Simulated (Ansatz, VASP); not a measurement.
# Two plane-wave programs on CuO

File INCAR:

```
ALGO = Normal
EDIFF = 1E-6
ENCUT = 700
GGA = PE
GGA_COMPAT = F
ISIF = 2
ISMEAR = 0
ISPIN = 2
LASPH = T
LCHARG = T
LDAU = T
LDAUJ = 0 0
LDAUL = 2 -1
LDAUPRINT = 1
LDAUTYPE = 2
LDAUU = 5 0
LELF = T
LMAXMIX = 4
LORBIT = 11
LREAL = F
LVHAR = T
LWAVE = F
MAGMOM = 0.69 0.69 0.36 0.36
NBANDS = 37
NELM = 200
PREC = Accurate
SIGMA = 0.05
```

Contents of KPOINTS:

```
k-points
0
Gamma
  7 7 4
```

POSCAR

```
CuO
1.0
    2.3418496200     -1.7112997200      0.0000000000
    2.3418496200      1.7112997200      0.0000000000
   -0.8500298600      0.0000000000      5.0578691900
Cu O
2 2
Direct
    0.0000000000      0.5000000000      0.0000000000
    0.5000000000      0.0000000000      0.5000000000
    0.5816000000      0.4184000000      0.2500000000
    0.4184000000      0.5816000000      0.7500000000
```

Input for Ansatz:

```yaml
crystal:
  lattice:
    - [2.34184962, -1.71129972, 0.0]
    - [2.34184962, 1.71129972, 0.0]
    - [-0.85002986, 0.0, 5.05786919]
  atoms:
    - { symbol: Cu, position: [0.0, 0.5, 0.0], spin: 1.0 }
    - { symbol: Cu, position: [0.5, 0.0, 0.5], spin: 1.0 }
    - { symbol: O, position: [0.5816, 0.4184, 0.25] }
    - { symbol: O, position: [0.4184, 0.5816, 0.75] }
basis:
  ecutwfc: 420
  ecutrho_ratio: 4
kpoints:
  mp_grid: { grid: [7, 7, 4] }
hamiltonian:
  xc: pbe
  hubbard:
    sites:
      - { site: 0, l: d, u_eff: 5.0, starting_ns: [{ spin: up, occupation_matrix: s0up }, { spin: down, occupation_matrix: s0down }] }
      - { site: 1, l: d, u_eff: 5.0, starting_ns: [{ spin: up, occupation_matrix: s1up }, { spin: down, occupation_matrix: s1down }] }
    occupation_matrices:
      s0up:
        matrix:
          - [0.97, 0.0, 0.0, 0.0, 0.0]
          - [0.0, 0.97, 0.0, 0.0, 0.0]
          - [0.0, 0.0, 0.97, 0.0, 0.0]
          - [0.0, 0.0, 0.0, 0.97, 0.0]
          - [0.0, 0.0, 0.0, 0.0, 0.97]
      s0down:
        matrix:
          - [0.9699, 0.00743, -0.00528, 0.00245, 0.00108]
          - [0.00743, 0.38859, 0.41264, -0.19182, -0.08476]
          - [-0.00528, 0.41264, 0.67714, 0.13614, 0.06015]
          - [0.00245, -0.19182, 0.13614, 0.90671, -0.02796]
          - [0.00108, -0.08476, 0.06015, -0.02796, 0.95764]
      s1up:
        matrix:
          - [0.97, 0.0, 0.0, 0.0, 0.0]
          - [0.0, 0.97, 0.0, 0.0, 0.0]
          - [0.0, 0.0, 0.97, 0.0, 0.0]
          - [0.0, 0.0, 0.0, 0.97, 0.0]
          - [0.0, 0.0, 0.0, 0.0, 0.97]
      s1down:
        matrix:
          - [0.9699, 0.00743, 0.00528, 0.00245, -0.00108]
          - [0.00743, 0.38859, -0.41264, -0.19182, 0.08476]
          - [0.00528, -0.41264, 0.67714, -0.13614, 0.06015]
          - [0.00245, -0.19182, -0.13614, 0.90671, 0.02796]
          - [-0.00108, 0.08476, 0.06015, 0.02796, 0.95764]
    ns_hold: { iters: 10 }
scf:
  occupations: { method: gaussian, width: 0.05 }
  lower_state_search: "off"
  max_iter: 150
output:
  forces: true
  stress: true
  eigenvalues: true
  populations: true
  hubbard: { sites: [{ site: 0, l: d }, { site: 1, l: d }] }
  write_density: true
  write_potential: true
  elf: true
  volumetric_format: npy
magnetization:
  spin_polarized: true
```

Alike in both runs: task single point; functional PBE; k mesh 7 × 7 × 4; occupations gaussian, width 0.05 eV; collinear spin; Hubbard terms Cu d U = 5.0 eV.

```csv
,VASP,Ansatz
version,VASP 6.6.1,Ansatz 0.2.0
potentials or method,"VASP PAW PBE potentials, release 64 (Cu_sv_GW, O), cutoff 700 eV","scalar-relativistic, plane waves, PAW"
valence electrons in the cell,50,50
```

```tsv
	VASP	Ansatz	Ansatz less VASP
pressure (GPa)	4.2	8.7	+4.53
traceless stress, the component that is largest in VASP (GPa)	0.71	0.74	+0.027
rms of the force components (eV/Å)	0.009	0.013	+0.0047
net moment per atom (μB)	0.50	0.49	-0.007
size of the moment on the site where the two differ most (μB)	0.72	0.63	-0.091
```

Site moments also hang on the region over which each program counts them. The programs project onto different local orbitals, so the same U acts differently, and such runs can settle in different states. Atom by atom the forces differ by 0.022 eV/Å (rms over components). Ansatz's warnings: filled band counts differ across k points.
